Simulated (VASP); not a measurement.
Here is a VASP 6.6.1 calculation.

File INCAR:

```
PREC = Accurate
ENCUT = 520
EDIFF = 1E-7
ISMEAR = 0
SIGMA = 0.02
LREAL = False
LASPH = True
NELM = 60
ALGO = Normal
ISIF = 2
LWAVE = False
LCHARG = False
GGA = CA
NBANDS = 25
```

The input KPOINTS:

```
regular mesh
0
Gamma
  8 8 8
```

POSCAR

```
SiO2
1.0
   -2.4624995227      2.4624995227      3.6436693677
    2.4624995227     -2.4624995227      3.6436693677
    2.4624995227      2.4624995227     -3.6436693677
Si O
2 4
Direct
    0.0000000000      0.0000000000      0.0000000000
    0.7500000000      0.2500000000      0.5000000000
    0.9742769839      0.6250000000      0.8492769839
    0.3750000000      0.2242769839      0.3492769839
    0.7757230161      0.1250000000      0.1507230161
    0.8750000000      0.0257230161      0.6507230161
```

Potentials or basis: VASP PAW LDA potentials, release 64 (Si, O).

Run with:

```bash
$ cat potpaw_LDA.64/Si/POTCAR potpaw_LDA.64/O/POTCAR > POTCAR
$ mpirun -np 1 vasp_std > vasp.out
```

(1) What does it give for the band gap on the k mesh?

(2) What does it give for the largest force?

## Answers

(1) 5.76 eV, direct.

(2) 0.027 eV/Å.
